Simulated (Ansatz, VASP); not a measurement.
**SiC: VASP beside Ansatz**

INCAR

```
PREC = Accurate
ENCUT = 520
EDIFF = 1E-8
ISMEAR = -1
SIGMA = 0.05
LREAL = False
LASPH = True
NELM = 80
ALGO = Normal
ISIF = 2
LWAVE = False
LCHARG = False
GGA = PE
LEFG = True
NBANDS = 11
```

KPOINTS

```
regular mesh
0
Gamma
  16 16 16
```

Contents of POSCAR:

```
SiC
1.0
    0.0000000000      2.1740000000      2.1740000000
    2.1740000000      0.0000000000      2.1740000000
    2.1740000000      2.1740000000      0.0000000000
Si C
1 1
Direct
    0.0000000000      0.0000000000      0.0000000000
    0.7500000000      0.7500000000      0.7500000000
```

Input for Ansatz:

```yaml
crystal:
  lattice:
    - [0.0, 2.174, 2.174]
    - [2.174, 0.0, 2.174]
    - [2.174, 2.174, 0.0]
  atoms:
    - { symbol: Si, position: [0.0, 0.0, 0.0] }
    - { symbol: C, position: [0.75, 0.75, 0.75] }
kpoints:
  mp_grid: { grid: [16, 16, 16] }
  band_path:
    path:
      - [0.0, 0.0, 0.0]
      - [-0.5, -0.5, 0.0]
      - [-0.375, -0.375, 0.25]
      - [-0.375, 0.0, 0.375]
      - [0.0, 0.0, 0.0]
      - [0.0, 0.0, 0.5]
      - [-0.5, -0.25, 0.25]
      - [-0.5, -0.5, 0.0]
    npoints: 8
scf:
  occupations: { method: fermi_dirac, width: 0.05 }
hamiltonian:
  xc: pbe
  pseudopotentials: { kind: paw }
output:
  forces: true
  stress: true
  eigenvalues: true
  efg: { contact_densities: true }
  populations: true
  bader: true
  dos: { projected: true, de: 0.2, e_range: [-14, 8] }
```

Alike in both runs: task electric field gradients; functional PBE; k mesh 16 × 16 × 16; occupations fermi-dirac, width 0.05 eV; no spin polarisation.

```csv
,VASP,Ansatz
version,VASP 6.6.1,Ansatz 0.2.0
potentials or method,"VASP PAW PBE potentials, release 64 (Si, C)","PAW with Ansatz's default frozen-core files, scalar-relativistic"
plane-wave cutoff (eV),520,420
valence electrons in the cell,8,8
```

```tsv
	VASP	Ansatz	Ansatz less VASP
pressure (GPa)	4.8	4.8	+0.06
```

With one functional, cell and mesh, what is left measures potentials, basis and numerics.
